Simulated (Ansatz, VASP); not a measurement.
One calculation of TiAl, two programs

The input INCAR:

```
PREC = Accurate ; ENCUT = 520
EDIFF = 1E-6 ; ISMEAR = 0
SIGMA = 0.15 ; LREAL = False
LASPH = True ; NELM = 80
ALGO = Fast ; ISIF = 2
LWAVE = False ; LCHARG = True
LELF = True ; LVHAR = True
NBANDS = 14
```

File KPOINTS:

```
Automatic mesh
0
Gamma
  14 14 14
```

Contents of POSCAR:

```
TiAl
1.0
    3.2099985995      0.0000000000      0.0000000000
    0.0000000000      3.2959109708      0.0000000000
    0.0000000000      0.0000000000      3.1240862282
Ti Al
1 1
Direct
    0.0000000000      0.0000000000      0.0000000000
    0.5000000000      0.5000000000      0.5000000000
```

Input for Ansatz:

```yaml
crystal:
  lattice:
    - [3.2099985995, 0.0, 0.0]
    - [0.0, 3.2959109708, 0.0]
    - [0.0, 0.0, 3.1240862282]
  atoms:
    - { symbol: Ti, position: [0.0, 0.0, 0.0] }
    - { symbol: Al, position: [0.5, 0.5, 0.5] }
basis:
  ecutwfc: 520.0
kpoints:
  mp_grid: { grid: [14, 14, 14] }
hamiltonian:
  xc: lda
  pseudopotentials: { kind: paw, azcp: { folder: soft_1 } }
scf:
  occupations: { method: gaussian, width: 0.15 }
output:
  forces: true
  stress: true
  eigenvalues: true
```

Change from the starting cell: normal strain along x +0.0275, normal strain along y +0.0550.

Alike in both runs: task single point; functional LDA; k mesh 14 × 14 × 14; occupations gaussian, width 0.15 eV; no spin polarisation.

```csv
,VASP,Ansatz
version,VASP 6.6.1,Ansatz 0.2.0
potentials or method,"VASP PAW LDA potentials, release 64 (Ti_sv, Al), cutoff 520 eV","scalar-relativistic, plane waves, PAW"
valence electrons in the cell,15,15
```

Ansatz gave:

| Quantity | Value |
| --- | --- |
| gap on the k mesh at the Fermi level (eV) | none |
| pressure (GPa) | -8.5 |
| traceless stress, the component that is largest in VASP (GPa) | 1.99 |

**Question.** What did VASP give for the same quantities?

**Answer.** gap on the k mesh at the Fermi level (eV): none; pressure (GPa): -8.3; traceless stress, the component that is largest in VASP (GPa): 1.99.

Ansatz warns that its potentials were made for another functional, while VASP's fit it. LDA's correlation is that of Perdew and Zunger in VASP and of Perdew and Wang (1992) in Ansatz. A gap of «none» marks a metal or a gap that the smearing closes.
